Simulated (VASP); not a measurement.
# C (I4_1/amd) in VASP: notebook, part 2 of 2

VASP 6.6.1.

### 5 Relaxation of the atoms, PBEsol (strained cell)

Input file INCAR:

```
SYSTEM = C
PREC = Accurate
ENCUT = 520
EDIFF = 1E-7
ISMEAR = 0
SIGMA = 0.02
LREAL = .False.
LASPH = .True.
NELM = 120
ALGO = Normal
ISIF = 2
LWAVE = .False.
LCHARG = .False.
GGA = PS
IBRION = 2
NSW = 60
EDIFFG = -0.002
GGA_COMPAT = .False.
NELMIN = 4
```

Input file KPOINTS:

```
regular mesh
0
Gamma
  10 10 10
  0 0 0
```

Input file POSCAR:

```
C
1.0
    0.0000000000      1.7946008943      1.8080529567
    1.7946008943      0.0000000000      1.8080529567
    1.7946008943      1.7946008943      0.0000000000
C
2
Direct
    0.0000000000      0.0000000000      0.0000000000
    0.2500000000      0.2500000000      0.2500000000
```

Potentials or basis: VASP PAW PBE potentials, release 64 (C).

Started as:

```
$ cat potpaw_PBE.64/C/POTCAR > POTCAR
$ mpirun -np 1 vasp_std > vasp.out
```

OUTCAR:

```text
SYSTEM = C
   PREC = Accurate
   ENCUT = 520
   EDIFF = 1E-7
   ISMEAR = 0
   LREAL = .False.
   LASPH = .True.
   NELM = 120
   ISIF = 2
   GGA = PS
   IBRION = 2
   NSW = 60
   EDIFFG = -0.002
   NELMIN = 4

 ion  position               nearest neighbor table
   1  0.000  0.000  0.000-   2 1.56   2 1.56   2 1.56   2 1.56
   2  0.250  0.250  0.250-   1 1.56   1 1.56   1 1.56   1 1.56

  LATTYP: Found a body centered tetragonal cell.
 ALAT       =     2.5379489238
 C/A-ratio  =     1.4248142977

  Lattice vectors:

 A1 = (  -1.7946008943,   0.0000000000,   1.8080529567)
 A2 = (   1.7946008943,   0.0000000000,   1.8080529567)
 A3 = (   0.0000000000,   1.7946008943,  -1.8080529567)

Analysis of symmetry for initial positions (statically):
=====================================================================
 Subroutine PRICEL returns:
 Original cell was already a primitive cell.

 Routine SETGRP: Setting up the symmetry group for a
 body centered tetragonal supercell.

 Subroutine GETGRP returns: Found 16 space group operations
 (whereof  8 operations were pure point group operations)
 out of a pool of 16 trial point group operations.

The static configuration has the point symmetry D_2d.
[... 172 lines left out ...]
  band No.  band energies     occupation
      1     -11.8387      2.00000
      2       9.2586      2.00000
      3       9.3701      2.00000
      4       9.3701      2.00000
      5      14.7705      0.00000
      6      14.7705      0.00000
      7      14.8605      0.00000
      8      22.1068      0.00000
[... 243 lines left out ...]
 k-point    24 :       0.4000    0.3000    0.0000
  band No.  band energies     occupation
      1      -7.3587      2.00000
      2       1.3253      2.00000
      3       3.4700      2.00000
      4       4.1435      2.00000
      5      14.0512      0.00000
      6      17.1600      0.00000
      7      23.0725      0.00000
      8      23.0969      0.00000

 [... further k-points ...]

------------------------ aborting loop because EDIFF is reached ----------------------------------------

  FORCE on cell =-STRESS in cart. coord.  units (eV):
  Direction    XX          YY          ZZ          XY          YZ          ZX
  --------------------------------------------------------------------------------------
  -------------------------------------------------------------------------------------
  Total       -0.9057617     -0.9057617     -1.3946527      0.0000000      0.0000000      0.0000000
  in kB     -124.6084857   -124.6084857   -191.8667584      0.0000000      0.0000000      0.0000000
  external PRESSURE =    -147.0279099 kB  Pullay stress =       0.0000000 kB

 VOLUME and BASIS-vectors are now :
 -----------------------------------------------------------------------------
  energy-cutoff  :      520.00
  volume of cell :       11.65
      direct lattice vectors                 reciprocal lattice vectors
     0.000000000  1.794600894  1.808052957    -0.278613480  0.278613480  0.276540573
     1.794600894  0.000000000  1.808052957     0.278613480 -0.278613480  0.276540573
     1.794600894  1.794600894  0.000000000     0.278613480  0.278613480 -0.276540573

 POSITION                                       TOTAL-FORCE (eV/Angst)
 -----------------------------------------------------------------------------------
      0.00000      0.00000      0.00000        -0.000000     -0.000000      0.000000
      0.89730      0.89730      0.90403         0.000000      0.000000     -0.000000
 -----------------------------------------------------------------------------------
    total drift:                                0.000000      0.000000      0.000000

  FREE ENERGIE OF THE ION-ELECTRON SYSTEM (eV)
  ---------------------------------------------------
  free  energy   TOTEN  =       -19.2303251898 eV

  energy  without entropy=      -19.2303251898  energy(sigma->0) =      -19.23032519

 reached required accuracy - stopping structural energy minimisation
```

CONTCAR:

```text
C
   1.00000000000000
     0.0000000000000000    1.7946008943000000    1.8080529567000001
     1.7946008943000000    0.0000000000000000    1.8080529567000001
     1.7946008943000000    1.7946008943000000    0.0000000000000000
  C
     2
Direct
     0.0000000000000000    0.0000000000000000    0.0000000000000000
     0.2500000000000000    0.2500000000000000    0.2500000000000000

  0.00000000E+00  0.00000000E+00  0.00000000E+00
  0.00000000E+00  0.00000000E+00  0.00000000E+00
```

It took 15 s on 1 thread of Intel Xeon 8259CL, shared host; peak memory 0.12 GiB.

What came out:

```yaml
Free_energy: -19.2303 eV
Pressure_after_relaxing: -14.7 GPa
Band_gap_on_the_k_mesh: 3.88 eV (least direct gap 5.40 eV)
```

Final structure:
```
CELL_PARAMETERS angstrom
0.00000 1.79460 1.80805
1.79460 0.00000 1.80805
1.79460 1.79460 0.00000
ATOMIC_POSITIONS crystal
C 0.00000 0.00000 0.00000
C 0.25000 0.25000 0.25000
```

Caveat: the cell differs from its parent crystal (strained cell); the relaxation stopped at its first step, so nothing moved; the PAW data sets were made with another functional, which shifts forces and pressure a little. A k mesh can miss the band edges.

### 6 Overview

| task | cell | cutoff (eV) | smearing | gap on the mesh (eV) | pressure (GPa) |
| --- | --- | --- | --- | --- | --- |
| single point | a = 2.522, b = 2.522, c = 2.538 Å, angles 59.8, 59.8, 60.4°, 2 atoms | 600 | gaussian 0.01 eV | 3.70 | -7.1 |
| relaxation of the atoms | atoms relaxed from a = 2.522, b = 2.522, c = 2.538 Å, angles 59.8, 59.8, 60.4°, 2 atoms | 520 | gaussian 0.02 eV | 3.70 | -6.5 |
| relaxation of the atoms | atoms relaxed from a = 2.547, b = 2.547, c = 2.538 Å, angles 60.1, 60.1, 59.8°, 2 atoms | 520 | gaussian 0.02 eV | 3.88 | -14.7 |

Alike in all rows: level PBEsol; potentials or basis VASP PAW PBE potentials, release 64 (C); no spin polarisation; k mesh 10 × 10 × 10.

Caveats: the PAW data sets were made with another functional, which shifts forces and pressure a little; the relaxation stopped at its first step, so nothing moved (at least some runs); the cell stands under tension (at least some runs).

Total energies depend on the potentials used, so only differences within one code and one set of settings carry meaning.
